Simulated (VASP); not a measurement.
# BAs: single point with PBE

BAs:

```
B As
1.0
     0.00000    1.84652    1.84652
     1.84652    0.00000    1.84652
     1.84652    1.84652    0.00000
B As
1 1
Direct
  0.75000 0.75000 0.75000
  0.00000 0.00000 0.00000
```

This cell differs from its parent crystal: volume scaled by 0.45.

```
Program                : VASP 6.6.1
Task                   : single point
Functional             : PBE
Potentials or basis    : VASP PAW PBE potentials, release 64 (B, As)
Cutoff                 : 520 eV
k mesh                 : 10 × 10 × 10
Occupations            : fermi-dirac, width 0.03 eV
Spin                   : no spin polarisation
Dipole correction      : no
Further INCAR settings : ALGO = Normal; EDIFF = 1e-06; NBANDS = 11
```

```
Pressure               : 503.8 GPa
Band gap on the k mesh : 0.29 eV, indirect (least direct gap 5.08 eV)
```

Levels at points of the mesh, in eV from the valence-band top:
| k point | band 1 | band 2 | band 3 | band 4 | band 5 | band 6 | band 7 | band 8 | band 9 |
| --- | --- | --- | --- | --- | --- | --- | --- | --- | --- |
| (0.00, 0.00, 0.00) | -25.03 | 0.00 | 0.00 | 0.00 | 5.40 | 5.40 | 5.40 | 12.41 | 17.19 |
| (0.50, 0.00, 0.00) | -18.30 | -16.60 | -3.28 | -3.28 | 5.63 | 5.63 | 9.04 | 9.27 | 21.17 |
| (0.50, 0.50, 0.00) | -15.82 | -14.29 | -8.30 | -8.30 | 0.29 | 0.96 | 20.18 | 20.18 | 22.11 |

Run time: 7.9 s on 1 thread of Intel(R) Xeon(R) Platinum 8488C (Sapphire Rapids), with other jobs on the host, peak memory 0.12 GiB.

 A k mesh can miss the band edges.
